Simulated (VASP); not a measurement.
AlIn:

```
CELL_PARAMETERS angstrom
3.09514 0.00000 0.00000
-1.54757 2.68047 0.00000
0.00000 0.00000 5.67478
ATOMIC_POSITIONS crystal
Al 0.00000 0.00000 0.00000
In 0.00000 0.00000 0.50000
```

The cell was generated, and may not be a known phase.

```yaml
Program: VASP 6.6.1
Task: relaxation of cell and atoms
Functional: PBE
Potentials_or_basis: VASP PAW PBE potentials, release 64 (Al, In_d)
Cutoff: 600 eV
k_mesh: 24 × 24 × 10
Occupations: gaussian, width 0.1 eV
Spin: no spin polarisation
```

At the start: pressure 0.3 GPa; volume 23.54 Å³/atom.

Q: Where does the relaxation end?

A: Over 11 steps the energy falls by 4.9 meV/atom; space group P6/mmm (No. 191, to 0.1 Å) before and after.

Step by step:
| step | energy change (eV) | largest force (eV/Å) | pressure (GPa) | volume (Å³) |
| --- | --- | --- | --- | --- |
| 1 | 0.0000 | 0.0000 | 0.32 | 47.08 |
| 2 | -0.0077 | 0.0000 | -0.22 | 47.39 |
| 3 | -0.0088 | 0.0000 | -0.39 | 47.51 |
| 4 | -0.0082 | 0.0000 | -0.59 | 47.74 |
| 5 | -0.0090 | 0.0000 | -0.50 | 47.59 |
| 6 | -0.0098 | 0.0000 | -0.11 | 47.05 |
| 7 | -0.0098 | 0.0000 | 0.25 | 46.95 |
| 8 | -0.0098 | 0.0000 | 0.04 | 47.03 |
| 9 | -0.0098 | 0.0000 | 0.06 | 47.04 |
| 10 | -0.0098 | 0.0000 | -0.04 | 47.10 |
| 11 | -0.0098 | 0.0000 | 0.00 | 47.09 |

Final structure:
```
Al In
1.0
     3.05421    0.00000    0.00000
    -1.52711    2.64503    0.00000
     0.00000    0.00000    5.82895
Al In
1 1
Direct
  0.00000 0.00000 0.00000
  0.00000 0.00000 0.50000
```
